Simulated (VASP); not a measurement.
# FePt (P4/mmm) in VASP: settings compared

FePt is run at these levels: PBE, BLYP, PBEsol, SVWN5; tasks: single point.

Everything below comes from runs of VASP 6.6.1. Logs are shortened: lines on timing, memory, paths and dates and some standing lists are left out, and cuts for length are marked.

### 1 The cell of the first run

It takes space group P4/mmm (No. 123, tetragonal). The conventional cell has a = 2.777 Å, b = 2.777 Å, c = 3.793 Å, α = 90.00°, β = 90.00°, γ = 90.00°. Pt (site symmetry 4/mmm) has 8 Fe at 2.73 Å and 4 Pt at 2.78 Å within 3.6 Å. Fe (site symmetry 4/mmm) has 8 Pt at 2.73 Å and 4 Fe at 2.78 Å within 3.6 Å.

### 2 Single point, PBE, collinear spin, ferromagnetic start

File INCAR:

```
PREC = Accurate
ENCUT = 520
EDIFF = 1E-7
ISMEAR = -1
SIGMA = 0.05
LREAL = F
LASPH = T
NELM = 150
ALGO = Fast
ISIF = 2
LWAVE = F
LCHARG = F
ISPIN = 2
MAGMOM = 0 3
LORBIT = 11
LMAXMIX = 4
GGA = PE
NBANDS = 20
```

File KPOINTS:

```
Automatic mesh
0
Gamma
  10 10 7
```

File POSCAR:

```
FePt
1.0
    2.7769155219      0.0000000000      0.0000000000
    0.0000000000      2.7769155219      0.0000000000
    0.0000000000      0.0000000000      3.7929596994
Pt Fe
1 1
Direct
    0.5000000000      0.5000000000      0.5000000000
    0.0000000000      0.0000000000      0.0000000000
```

Potentials or basis: VASP PAW PBE potentials, release 64 (Pt, Fe).

Command:

```sh
$ cat potpaw_PBE.64/Pt/POTCAR potpaw_PBE.64/Fe/POTCAR > POTCAR
$ mpirun -np 1 vasp_std > vasp.out
```

OUTCAR:

```text
PREC = Accurate
   ENCUT = 520
   EDIFF = 1E-7
   ISMEAR = -1
   LREAL = F
   LASPH = T
   NELM = 150
   ISIF = 2
   ISPIN = 2
   LORBIT = 11
   GGA = PE

 ion  position               nearest neighbor table
   1  0.500  0.500  0.500-   2 2.73   2 2.73   2 2.73   2 2.73   2 2.73   2 2.73   2 2.73   2 2.73

   2  0.000  0.000  0.000-   1 2.73   1 2.73   1 2.73   1 2.73   1 2.73   1 2.73   1 2.73   1 2.73

  LATTYP: Found a simple tetragonal cell.
 ALAT       =     2.7769155219
 C/A-ratio  =     1.3658894804

  Lattice vectors:

 A1 = (   2.7769155219,   0.0000000000,   0.0000000000)
 A2 = (   0.0000000000,   2.7769155219,   0.0000000000)
 A3 = (   0.0000000000,   0.0000000000,   3.7929596994)

Analysis of symmetry for initial positions (statically):
=====================================================================
 Subroutine PRICEL returns:
 Original cell was already a primitive cell.

 Routine SETGRP: Setting up the symmetry group for a
 simple tetragonal supercell.

 Subroutine GETGRP returns: Found 16 space group operations
 (whereof 16 operations were pure point group operations)
 out of a pool of 16 trial point group operations.

The static configuration has the point symmetry D_4h.

Analysis of symmetry for dynamics (positions and initial velocities):
=====================================================================
 Subroutine PRICEL returns:
 Original cell was already a primitive cell.

 Routine SETGRP: Setting up the symmetry group for a
 simple tetragonal supercell.

 Subroutine GETGRP returns: Found 16 space group operations
 (whereof 16 operations were pure point group operations)
 out of a pool of 16 trial point group operations.

The dynamic configuration has the point symmetry D_4h.

Analysis of structural, dynamic, and magnetic symmetry:
=====================================================================
 Subroutine PRICEL returns:
 Original cell was already a primitive cell.

 Routine SETGRP: Setting up the symmetry group for a
 simple tetragonal supercell.

 Subroutine GETGRP returns: Found 16 space group operations
 (whereof 16 operations were pure point group operations)
 out of a pool of 16 trial point group operations.

The overall configuration has the point symmetry D_4h.

 Subroutine INISYM returns: Found 16 space group operations
 (whereof 16 operations are pure point group operations),
 and found     1 'primitive' translations

----------------------------------------------------------------------------------------

                                     Primitive cell

  volume of cell :      29.2485

  direct lattice vectors                    reciprocal lattice vectors
     2.776915522  0.000000000  0.000000000     0.360111783  0.000000000  0.000000000
     0.000000000  2.776915522  0.000000000     0.000000000  0.360111783  0.000000000
     0.000000000  0.000000000  3.792959699     0.000000000  0.000000000  0.263646355

  length of vectors
     2.776915522  2.776915522  3.792959699     0.360111783  0.360111783  0.263646355

  position of ions in fractional coordinates (direct lattice)
     0.500000000  0.500000000  0.500000000
     0.000000000  0.000000000  0.000000000

  ion indices of the primitive-cell ions
   primitive index   ion index
                 1           1
                 2           2

----------------------------------------------------------------------------------------

 KPOINTS: Automatic mesh

Automatic generation of k-mesh.
 Grid dimensions read from file:
 generate k-points for:   10   10    7

 Generating k-lattice:

  Cartesian coordinates                     Fractional coordinates (reciprocal lattice)
     0.036011178  0.000000000  0.000000000     0.100000000  0.000000000  0.000000000
     0.000000000  0.036011178  0.000000000     0.000000000  0.100000000  0.000000000
     0.000000000  0.000000000  0.037663765     0.000000000  0.000000000  0.142857143

  Length of vectors
     0.036011178  0.036011178  0.037663765

  Shift w.r.t. Gamma in fractional coordinates (k-lattice)
     0.000000000  0.000000000  0.000000000

 Subroutine IBZKPT returns following result:
 ===========================================

 Found     84 irreducible k-points:

 Following reciprocal coordinates:
            Coordinates               Weight
  0.000000  0.000000  0.000000      1.000000
  0.100000  0.000000  0.000000      4.000000
  0.200000  0.000000  0.000000      4.000000
  0.300000  0.000000  0.000000      4.000000
  0.400000  0.000000  0.000000      4.000000
  0.500000  0.000000  0.000000      2.000000
[... 16 lines left out ...]
  0.100000  0.000000  0.142857      8.000000
  0.200000  0.000000  0.142857      8.000000
 [... further k-points ...]
   k-points           NKPTS =     84   k-points in BZ     NKDIM =     84   number of bands    NBANDS=     20
   number of dos      NEDOS =    301   number of ions     NIONS =      2
   total plane-waves  NPLWV =  16128
[... 30 lines left out ...]
   ISMEAR =    -1;   SIGMA  =   0.05  broadening in eV -4-tet -1-fermi 0-gaus
   EFERMI_NEDOS =   21; number of points for ismear=-14 and -15
   IALGO  =     68    algorithm
   IMIX   =      4    mixing-type and parameters
     AMIX     =   0.40;   BMIX     =  1.00
     AMIX_MAG =   1.60;   BMIX_MAG =  1.00
  volume/ion in A,a.u.               =      14.62        98.69
  Fermi-wavevector in a.u.,A,eV,Ry     =   1.392508  2.631459 26.382779  1.939080
  Thomas-Fermi vector in A             =   2.516244
   LORBIT       =     11    0 simple, 1 ext, 2 COOP (PROOUT), +10 PAW based schemes
   GGA     = PE    functional components
   LHFCALC =     F    Hartree Fock is set to
   AEXX    =    0.0000 exact exchange contribution
   IVDW    =     0    specifies the selected vdW correction
   LEPSILON=     F    determine dielectric tensor
   LRPA    =     F    only Hartree local field effects (RPA)
 spin polarized calculation
 RMM-DIIS sequential band-by-band and
  energy-cutoff  :      520.00
  volume of cell :       29.25
 maximum number of plane-waves:       799
 NGX is ok and might be reduce to    24
   NGX = 11   NGY = 11   NGZ = 15

 number of electron      17.9999996 magnetization       3.3851428

 Free energy of the ion-electron system (eV)
  ---------------------------------------------------
  ext. energy  EPLUGINS =         0.00000000
  ---------------------------------------------------
  free energy    TOTEN  =       -14.77836615 eV

  energy without entropy =      -14.76650505  energy(sigma->0) =      -14.77243560

 E-fermi :   7.9202     XC(G=0): -12.7245

 val. band max:        7.9195420084   @ k =   0.1000   0.1000   0.1429
 cond. band min:       7.9348733239   @ k =   0.3000   0.2000   0.0000
 fundamental gap:      0.0153313154
 Fermi energy:         7.9202168954

 spin component 1

 k-point     1 :       0.0000    0.0000    0.0000
  band No.  band energies     occupation
      1      -1.2117      1.00000
      2       1.9749      1.00000
      3       2.1884      1.00000
      4       4.5864      1.00000
      5       4.5864      1.00000
      6       5.0264      1.00000
[... 12 lines left out ...]
     19      28.9893      0.00000
     20      28.9896      0.00000
[... 507 lines left out ...]
 k-point    24 :       0.2000    0.0000    0.1429
  band No.  band energies     occupation
      1      -0.0681      1.00000
      2       2.4714      1.00000
      3       2.9271      1.00000
      4       4.2894      1.00000
      5       4.8155      1.00000
      6       5.1381      1.00000
[... 12 lines left out ...]
     19      30.2537      0.00000
     20      30.2906      0.00000

 [... further k-points ...]

 spin component 2

 k-point     1 :       0.0000    0.0000    0.0000
  band No.  band energies     occupation
      1      -1.0750      1.00000
      2       2.5899      1.00000
      3       2.6161      1.00000
      4       5.7293      1.00000
      5       5.7293      1.00000
      6       7.1899      1.00000
[... 12 lines left out ...]
     19      29.0996      0.00000
     20      29.0996      0.00000
[... 507 lines left out ...]
 k-point    24 :       0.2000    0.0000    0.1429
  band No.  band energies     occupation
      1       0.0770      1.00000
      2       2.9652      1.00000
      3       3.4844      1.00000
      4       4.8869      1.00000
      5       5.9550      1.00000
      6       6.6320      1.00000
[... 12 lines left out ...]
     19      30.4923      0.00000
     20      30.5986      0.00000

 [... further k-points ...]

------------------------ aborting loop because EDIFF is reached ----------------------------------------

  FORCE on cell =-STRESS in cart. coord.  units (eV):
  Direction    XX          YY          ZZ          XY          YZ          ZX
  --------------------------------------------------------------------------------------
  -------------------------------------------------------------------------------------
  Total       -1.4644135     -1.4644135     -1.4073190      0.0000000      0.0000000      0.0000000
  in kB      -80.2178002    -80.2178002    -77.0902681      0.0000000      0.0000000      0.0000000
  external PRESSURE =     -79.1752895 kB  Pullay stress =       0.0000000 kB

 VOLUME and BASIS-vectors are now :
 -----------------------------------------------------------------------------
  energy-cutoff  :      520.00
  volume of cell :       29.25
      direct lattice vectors                 reciprocal lattice vectors
     2.776915522  0.000000000  0.000000000     0.360111783  0.000000000  0.000000000
     0.000000000  2.776915522  0.000000000     0.000000000  0.360111783  0.000000000
     0.000000000  0.000000000  3.792959699     0.000000000  0.000000000  0.263646355

 POSITION                                       TOTAL-FORCE (eV/Angst)
 -----------------------------------------------------------------------------------
      1.38846      1.38846      1.89648         0.000000      0.000000      0.000000
      0.00000      0.00000      0.00000         0.000000      0.000000      0.000000
 -----------------------------------------------------------------------------------
    total drift:                                0.000000      0.000000     -0.000000

  FREE ENERGIE OF THE ION-ELECTRON SYSTEM (eV)
  ---------------------------------------------------
  free  energy   TOTEN  =       -14.7783661488 eV

  energy  without entropy=      -14.7665050487  energy(sigma->0) =      -14.77243560

 total charge

# of ion       s       p       d       tot
------------------------------------------
    1        0.686   0.597   8.024   9.307
    2        0.390   0.407   6.075   6.872
--------------------------------------------------
tot          1.076   1.004  14.099  16.179

 magnetization (x)

# of ion       s       p       d       tot
------------------------------------------
    1       -0.025  -0.062   0.436   0.350
    2        0.007  -0.006   3.021   3.022
--------------------------------------------------
tot         -0.018  -0.068   3.457   3.371
```

Wall time 72 s (1 thread of Oxide Virtual Turin-like, shared host); peak memory 0.18 GiB.

Results:

| Item | Value |
| --- | --- |
| Free energy | -14.7784 eV |
| Pressure | -7.9 GPa |
| Net moment | 3.39 μB per cell |
| Site moments | Pt +0.35; Fe +3.02 μB |
| Valence electrons inside the program's atomic spheres | Pt 9.31; Fe 6.87 |

Caveat: the cell stands under tension; spin-orbit coupling is left out, which moves the levels of the heavy elements.

### 3 Single point, BLYP, collinear spin, ferromagnetic start

This run uses another cell than the first one, of 12.97 Å³/atom.

File INCAR:

```
SYSTEM = FePt
PREC = Accurate
ENCUT = 520
EDIFF = 1E-6
ISMEAR = -1
SIGMA = 0.05
LREAL = .False.
LASPH = .True.
NELM = 150
ALGO = Fast
ISIF = 2
LWAVE = .False.
LCHARG = .False.
ISPIN = 2
MAGMOM = 0 3
LORBIT = 11
LMAXMIX = 4
GGA = B5
ALDAX = 1.0
AGGAX = 1.0
AGGAC = 1.0
ALDAC = 0.0
NBANDS = 20
```

File KPOINTS:

```
Automatic mesh
0
Gamma
  10 10 7
  0 0 0
```

File POSCAR:

```
FePt
1.0
    2.6679027671      0.0000000000      0.0000000000
    0.0000000000      2.6679027671      0.0000000000
    0.0000000000      0.0000000000      3.6440603244
Pt Fe
1 1
Direct
    0.5000000000      0.5000000000      0.5000000000
    0.0000000000      0.0000000000      0.0000000000
```

Potentials or basis: VASP PAW PBE potentials, release 64 (Pt, Fe).

Command:

```sh
$ cat potpaw_PBE.64/Pt/POTCAR potpaw_PBE.64/Fe/POTCAR > POTCAR
$ mpirun -np 1 vasp_std > vasp.out
```

Run time: 67 s. Hardware: 1 thread of Oxide Virtual Turin-like, shared host; peak memory 0.16 GiB.

It converged, with:

```
Free energy                                           : -12.3260 eV
Pressure                                              : 32.7 GPa
Net moment                                            : 3.17 μB per cell
Site moments                                          : Pt +0.35; Fe +2.78 μB
Valence electrons inside the program's atomic spheres : Pt 9.63; Fe 7.17
```

Stress tensor (GPa, compression positive):
```
32.82  0.00  0.00
 0.00 32.82  0.00
 0.00  0.00 32.44
```

Levels at points of the mesh, in eV from the Fermi level:
Spin up:
| k point | band 8 | band 9 | band 10 | band 11 | band 12 | band 13 | band 14 | band 15 |
| --- | --- | --- | --- | --- | --- | --- | --- | --- |
| (0.00, 0.00, 0.00) | -1.80 | -0.41 | -0.18 | -0.18 | 2.58 | 10.70 | 12.24 | 12.24 |
| (0.50, 0.00, 0.00) | -2.38 | -1.98 | -1.71 | 0.51 | 2.37 | 11.09 | 11.29 | 13.49 |
| (0.50, 0.50, 0.00) | -0.22 | -0.22 | 0.73 | 1.89 | 1.89 | 8.36 | 10.99 | 11.42 |
Spin down:
```
           k point  band 5  band 6  band 7  band 8  band 9  band 10  band 11  band 12
(0.00, 0.00, 0.00)   -2.59   -0.96   -0.81    0.54    1.73     1.77     1.77     2.77
(0.50, 0.00, 0.00)   -2.67   -1.46   -1.36   -1.08    0.44     0.63     2.69     2.73
(0.50, 0.50, 0.00)    1.09    1.34    1.67    1.77    1.86     1.86     2.03     2.03
```

Caveat: the cell stands under pressure; the PAW data sets were made with another functional, which shifts forces and pressure a little; spin-orbit coupling is left out, which moves the levels of the heavy elements.

### 4 Single point, PBEsol, collinear spin, ferromagnetic start

This run uses another cell than the first one, of 12.97 Å³/atom.

File INCAR:

```
SYSTEM = FePt
PREC = Accurate
ENCUT = 520
EDIFF = 1E-7
ISMEAR = -1
SIGMA = 0.05
LREAL = .FALSE.
LASPH = .TRUE.
NELM = 150
ALGO = Fast
ISIF = 2
LWAVE = .FALSE.
LCHARG = .TRUE.
ISPIN = 2
MAGMOM = 0 3
LORBIT = 11
LMAXMIX = 4
GGA = PS
LELF = .TRUE.
LVHAR = .TRUE.
NBANDS = 20
```

File KPOINTS:

```
Automatic mesh
0
G
  10 10 7
  0 0 0
```

POSCAR is that of step 3.

Command:

```sh
$ cat potpaw_PBE.64/Pt/POTCAR potpaw_PBE.64/Fe/POTCAR > POTCAR
$ mpirun -np 1 vasp_std > vasp.out
```

Wall time 84 s (1 thread of Oxide Virtual Turin-like, shared host); peak memory 0.16 GiB.

Results (log left out):

```yaml
Free_energy: -16.2730 eV
Pressure: 8.6 GPa
Net_moment: 3.19 μB per cell
Site_moments: Pt +0.34; Fe +2.81 μB
Valence_electrons_inside_the_program's_atomic_spheres: Pt 9.57; Fe 7.13
```

Stress tensor (GPa, compression positive):
```
8.38 0.00 0.00
0.00 8.38 0.00
0.00 0.00 9.17
```

Levels at points of the mesh, in eV from the Fermi level:
Spin up:
| k point | band 7 | band 8 | band 9 | band 10 | band 11 | band 12 | band 13 | band 14 | band 15 | band 16 |
| --- | --- | --- | --- | --- | --- | --- | --- | --- | --- | --- |
| (0.00, 0.00, 0.00) | -2.05 | -1.83 | -0.42 | -0.21 | -0.21 | 2.27 | 10.51 | 12.01 | 12.01 | 17.29 |
| (0.50, 0.00, 0.00) | -2.90 | -2.46 | -2.06 | -1.71 | 0.37 | 2.29 | 10.82 | 11.04 | 13.25 | 14.04 |
| (0.50, 0.50, 0.00) | -0.37 | -0.27 | -0.27 | 0.71 | 1.56 | 1.56 | 8.21 | 10.83 | 11.14 | 12.69 |
Spin down:
| k point | band 5 | band 6 | band 7 | band 8 | band 9 | band 10 | band 11 | band 12 |
| --- | --- | --- | --- | --- | --- | --- | --- | --- |
| (0.00, 0.00, 0.00) | -2.57 | -0.90 | -0.79 | 0.56 | 1.72 | 1.81 | 1.81 | 2.52 |
| (0.50, 0.00, 0.00) | -2.66 | -1.44 | -1.36 | -1.10 | 0.42 | 0.68 | 2.62 | 2.75 |
| (0.50, 0.50, 0.00) | 1.08 | 1.33 | 1.70 | 1.77 | 1.77 | 1.88 | 1.89 | 1.89 |

Caveat: the cell stands under pressure; the PAW data sets were made with another functional, which shifts forces and pressure a little; spin-orbit coupling is left out, which moves the levels of the heavy elements.

### 5 Single point, SVWN5, collinear spin, ferromagnetic start

This run uses another cell than the first one, of 13.04 Å³/atom.

File INCAR:

```
SYSTEM = FePt
  ALGO = Normal
  EDIFF = 1E-6
  ENCUT = 520
  GGA = VW
  ISIF = 2
  ISMEAR = -1
  ISPIN = 2
  LASPH = .True.
  LCHARG = .False.
  LMAXMIX = 4
  LORBIT = 11
  LREAL = .False.
  LWAVE = .False.
  MAGMOM = 0 3
  NBANDS = 20
  NELM = 150
  PREC = Accurate
  SIGMA = 0.05
```

File KPOINTS:

```
k-points
0
Gamma
  10 10 7
  0 0 0
```

File POSCAR:

```
FePt
1.0
    2.6684559886      0.0000000000      0.0000000000
    0.0000000000      2.6684559886      0.0000000000
    0.0000000000      0.0000000000      3.6627082254
Pt Fe
1 1
Direct
    0.5000000000      0.5000000000      0.5000000000
    0.0000000000      0.0000000000      0.0000000000
```

Command:

```sh
$ cat potpaw_PBE.64/Pt/POTCAR potpaw_PBE.64/Fe/POTCAR > POTCAR
$ mpirun -np 1 vasp_std > vasp.out
```

Wall time 99 s (1 thread of Oxide Virtual Turin-like, shared host); peak memory 0.15 GiB.

It converged, with:

```yaml
Free_energy: 103.2276 eV
Pressure: -4.4 GPa
Net_moment: 2.77 μB per cell
Site_moments: Pt +0.32; Fe +2.40 μB
Valence_electrons_inside_the_program's_atomic_spheres: Pt 9.51; Fe 7.17
```

Stress tensor (GPa, compression positive):
```
-4.77  0.00  0.00
 0.00 -4.77  0.00
 0.00  0.00 -3.68
```

Levels at points of the mesh, in eV from the Fermi level:
Spin up:
```
           k point  band 8  band 9  band 10  band 11  band 12  band 13
(0.00, 0.00, 0.00)   -1.33   -0.21     0.13     0.13     2.30    10.51
(0.50, 0.00, 0.00)   -1.80   -1.72    -1.41     0.91     2.28    10.97
(0.50, 0.50, 0.00)    0.14    0.14     0.68     1.71     1.71     8.31
```
Spin down:
| k point | band 4 | band 5 | band 6 | band 7 | band 8 | band 9 | band 10 | band 11 | band 12 | band 13 |
| --- | --- | --- | --- | --- | --- | --- | --- | --- | --- | --- |
| (0.00, 0.00, 0.00) | -2.62 | -2.62 | -1.07 | -0.83 | 0.25 | 1.37 | 1.53 | 1.53 | 2.61 | 11.17 |
| (0.50, 0.00, 0.00) | -3.62 | -2.65 | -1.54 | -1.46 | -1.30 | 0.10 | 0.39 | 2.52 | 2.59 | 11.61 |
| (0.50, 0.50, 0.00) | -5.15 | 1.00 | 1.10 | 1.34 | 1.61 | 1.61 | 1.62 | 1.99 | 1.99 | 8.96 |

Caveat: the cell stands under tension; the PAW data sets were made with another functional, which shifts forces and pressure a little; spin-orbit coupling is left out, which moves the levels of the heavy elements.

### 6 Summary

| level | cell | gap on the mesh (eV) | pressure (GPa) | moment (μB) |
| --- | --- | --- | --- | --- |
| PBE | a = 2.777, b = 2.777, c = 3.793 Å, 2 atoms | none | -7.9 | 3.39 |
| BLYP | a = 2.668, b = 2.668, c = 3.644 Å, 2 atoms | none | 32.7 | 3.17 |
| PBEsol | a = 2.668, b = 2.668, c = 3.644 Å, 2 atoms | none | 8.6 | 3.19 |
| SVWN5 | a = 2.668, b = 2.668, c = 3.663 Å, 2 atoms | none | -4.4 | 2.77 |

Alike in all rows: task single point; potentials or basis VASP PAW PBE potentials, release 64 (Pt, Fe); spin collinear, ferromagnetic start; k mesh 10 × 10 × 7; cutoff (eV) 520; smearing fermi-dirac 0.05 eV.

Caveats: spin-orbit coupling is left out, which moves the levels of the heavy elements; the PAW data sets were made with another functional, which shifts forces and pressure a little (at least some runs); the cell stands under tension (at least some runs); the cell stands under pressure (at least some runs).

Total energies depend on the potentials used, so only differences within one code and one set of settings carry meaning.
